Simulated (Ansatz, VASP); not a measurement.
# Ge in VASP and in Ansatz

File INCAR:

```
SYSTEM = Ge
PREC     = Accurate       ! precision mode
ENCUT    = 520            ! plane-wave cutoff, eV
EDIFF    = 1E-8           ! SCF threshold, eV
ISMEAR   = -1             ! smearing method
SIGMA    = 0.05           ! smearing width, eV
LREAL    = .False.        ! projectors in reciprocal space
LASPH    = .True.         ! aspherical terms in the spheres
NELM     = 60             ! most SCF steps
ALGO     = Normal         ! electronic algorithm
ISIF     = 2              ! what is computed and relaxed
LWAVE    = .False.        ! write WAVECAR
LCHARG   = .False.        ! write CHGCAR
GGA      = PE             ! functional
LEFG     = .True.       
NBANDS   = 36             ! bands
```

File KPOINTS:

```
regular mesh
0
Gamma
  11 11 6
  0 0 0
```

File POSCAR:

```
Ge
1.0
    3.8776582678      0.0000000000      0.0000000000
   -1.9388291339      3.3581505672      0.0000000000
    0.0000000000      0.0000000000      6.5993779500
Ge
4
Direct
    0.6666666667      0.3333333333      0.0629012500
    0.3333333333      0.6666666667      0.5629012500
    0.6666666667      0.3333333333      0.4370987500
    0.3333333333      0.6666666667      0.9370987500
```

Input for Ansatz:

```yaml
crystal:
  lattice:
    - [3.8776582678, 0.0, 0.0]
    - [-1.9388291339, 3.3581505672, 0.0]
    - [0.0, 0.0, 6.59937795]
  atoms:
    - { symbol: Ge, position: [0.6666666667, 0.3333333333, 0.06290125] }
    - { symbol: Ge, position: [0.3333333333, 0.6666666667, 0.56290125] }
    - { symbol: Ge, position: [0.6666666667, 0.3333333333, 0.43709875] }
    - { symbol: Ge, position: [0.3333333333, 0.6666666667, 0.93709875] }
kpoints:
  mp_grid: { grid: [11, 11, 6] }
scf:
  occupations: { method: fermi_dirac, width: 0.05 }
hamiltonian:
  xc: pbe
  pseudopotentials: { kind: paw }
output:
  forces: true
  stress: true
  eigenvalues: true
  efg: { contact_densities: true }
```

Change from the starting cell: equal xx and yy strain of -3 %, PAW files.

Alike in both runs: task electric field gradients; functional PBE; k mesh 11 × 11 × 6; occupations fermi-dirac, width 0.05 eV; no spin polarisation.

|  | VASP | Ansatz |
| --- | --- | --- |
| version | VASP 6.6.1 | Ansatz 0.2.0 |
| potentials or method | VASP PAW PBE potentials, release 64 (Ge_d) | PAW with Ansatz's default frozen-core files, scalar-relativistic |
| plane-wave cutoff (eV) | 520 | 420 |
| valence electrons in the cell | 56 | 56 |

Ansatz gave:

| Item | Value |
| --- | --- |
| pressure (GPa) | 8.1 |
| traceless stress, the component that is largest in VASP (GPa) | -4.26 |
| rms of the force components (eV/Å) | 0.222 |
| size of Vzz on the site where it differs most (V/Å²) | 29.8 |

Task: Which values does VASP return?

Result: Pressure (GPa): 8.0; traceless stress, the component that is largest in VASP (GPa): -4.25; rms of the force components (eV/Å): 0.219; size of Vzz on the site where it differs most (V/Å²): 29.6.

Atom by atom the forces differ by 0.003 eV/Å (rms over components).
